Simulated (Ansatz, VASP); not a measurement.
**MgSi2N2 in VASP and in Ansatz**

```
Mg Si N
1.0
     3.38932    0.00000    0.00000
    -1.69466    2.93524    0.00000
     0.00000    0.00000    6.97639
Mg Si N
1 2 2
Cartesian
  0.0000 0.0000 0.0000
  0.0000 1.9568 2.7616
  1.6947 0.9784 4.2147
  0.0000 1.9568 1.1377
  1.6947 0.9784 5.8387
```

Alike in both runs: functional PBE; k mesh 12 × 12 × 6; occupations gaussian, width 0.1 eV; no spin polarisation.

Ansatz relaxed the structure, and its values are those at the end. VASP's run is a single point on that final structure, the one shown.

|  | VASP | Ansatz |
| --- | --- | --- |
| version | VASP 6.6.1 | Ansatz 0.2.0 |
| potentials or method | VASP PAW PBE potentials, release 64 (Mg, Si, N), cutoff 520 eV | scalar-relativistic, plane waves, PAW |
| valence electrons in the cell | 20 | 28 |

VASP gave:

* gap on the k mesh at the Fermi level (eV): none
* pressure (GPa): -0.1
* rms of the force components (eV/Å): 0.042

Q: What did Ansatz give for the same quantities?

A: gap on the k mesh at the Fermi level (eV): none; pressure (GPa): 0.0; rms of the force components (eV/Å): 0.002.

A gap of «none» marks a metal or a gap that the smearing closes. VASP's potentials hold 20 valence electrons a cell and Ansatz's 28, so a difference there can come from the potentials and not from the codes.
